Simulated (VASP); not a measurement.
Input of a VASP 6.6.1 run:

File INCAR:

```
SYSTEM = WC
  PREC = Accurate
  ENCUT = 520
  EDIFF = 1E-8
  ISMEAR = -1
  SIGMA = 0.05
  LREAL = .FALSE.
  LASPH = .TRUE.
  NELM = 100
  ALGO = Normal
  ISIF = 2
  LWAVE = .FALSE.
  LCHARG = .FALSE.
  GGA = PE
  LEFG = .TRUE.
  NBANDS = 16
```

KPOINTS

```
Automatic mesh
0
G
  14 14 13
  0 0 0
```

Contents of POSCAR:

```
WC
1.0
    2.9005014360      0.0000000000      0.0000000000
   -1.4502507180      2.5119079273      0.0000000000
    0.0000000000      0.0000000000      2.8290000000
W C
1 1
Direct
    0.0000000000      0.0000000000      0.0000000000
    0.6666666667      0.3333333333      0.5000000000
```

Potentials or basis: VASP PAW PBE potentials, release 64 (W_sv, C).

Run with:

```console
$ cat potpaw_PBE.64/W_sv/POTCAR potpaw_PBE.64/C/POTCAR > POTCAR
$ mpirun -np 1 vasp_std > vasp.out
```

Task: Estimate the pressure.

Result: 9.7 GPa.

Task: What does it give for the band gap on the k mesh?

Result: Zero (band 9 reaches 11.92 eV, above the bottom of band 10 at 10.60 eV).

Electric field gradients, principal values (V/Å²):
```csv
atom,least,middle,greatest (by size)
1 W,69.742,69.743,-139.485
2 C,0.032,0.033,-0.065
```

Caveat: without QUAD_EFG the Cq values of the log hold for a quadrupole moment of 1 mb, not for the nuclei; spin-orbit coupling is left out, which moves the levels of the heavy elements.
